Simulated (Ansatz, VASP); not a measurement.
Two plane-wave programs on Sb

```
Sb
1.0
     3.35453    0.00000    0.00000
    -1.67727    2.90511    0.00000
     0.00000    0.00000    5.47016
Sb
2
Cartesian
  1.6773 0.9684 4.1026
  0.0000 1.9367 1.3675
```

Alike in both runs: task single point; functional PBE; k mesh 9 × 9 × 5; occupations gaussian, width 0.016 eV; no spin polarisation.

|  | VASP | Ansatz |
| --- | --- | --- |
| version | VASP 6.6.1 | Ansatz 0.2.0 |
| potentials or method | VASP PAW PBE potentials, release 64 (Sb) | Ansatz PAW |
| plane-wave cutoff (eV) | 520 | 420 |
| valence electrons in the cell | 10 | 30 |

VASP gave:

```
gap on the k mesh at the Fermi level (eV)                     : none
pressure (GPa)                                                : 1.4
traceless stress, the component that is largest in VASP (GPa) : 0.48
```

Problem. Which values does Ansatz return?

Solution. gap on the k mesh at the Fermi level (eV): none; pressure (GPa): 1.5; traceless stress, the component that is largest in VASP (GPa): 0.45.

A gap of «none» marks a metal or a gap that the smearing closes. The functional is the same, so the differences come from potentials, cutoffs and numerics. VASP's potentials hold 10 valence electrons a cell and Ansatz's 30, so a difference there can come from the potentials and not from the codes.

Spin-orbit coupling is off throughout.
